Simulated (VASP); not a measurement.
Runs of VASP 6.6.1 on KMgF3. The structure is that of space group Pm-3m (No. 221), or close to it. The cells are those of the table. 

```csv
task,level,cell,cutoff (eV),smearing,gap on the mesh (eV),pressure (GPa),relaxed volume (Å³/atom)
relaxation of cell and atoms,PBE,"relaxed from a = 3.611 Å, 5 atoms",600,fermi-dirac 0.02 eV,7.03,0.0,(b)
single point,r2SCAN,"a = 3.980 Å, 5 atoms",520,gaussian 0.01 eV,8.28,-0.6,-
single point,r2SCAN,"a = 3.980 Å, 5 atoms",520,fermi-dirac 0.02 eV,8.28,-0.6,-
single point,PBE,"a = 3.980 Å, 5 atoms",520,fermi-dirac 0.02 eV,(a),3.7,-
relaxation of cell and atoms,PBEsol,"relaxed from a = 4.054 Å, 5 atoms",600,fermi-dirac 0.02 eV,7.15,0.0,12.63
```

Alike in all rows: potentials or basis VASP PAW PBE potentials, release 64 (K_sv, Mg, F); no spin polarisation; k mesh 6 × 6 × 6.

Q: Fill in the values left out.

A: (a) 7.34; (b) 13.14.

Caveats: the PAW data sets were made with another functional, which shifts forces and pressure a little (at least some runs); the volume moved by over 15 % at a fixed basis, so the end points are rough (at least some runs); the cell stands under pressure (at least some runs).

A k mesh can miss the band edges.
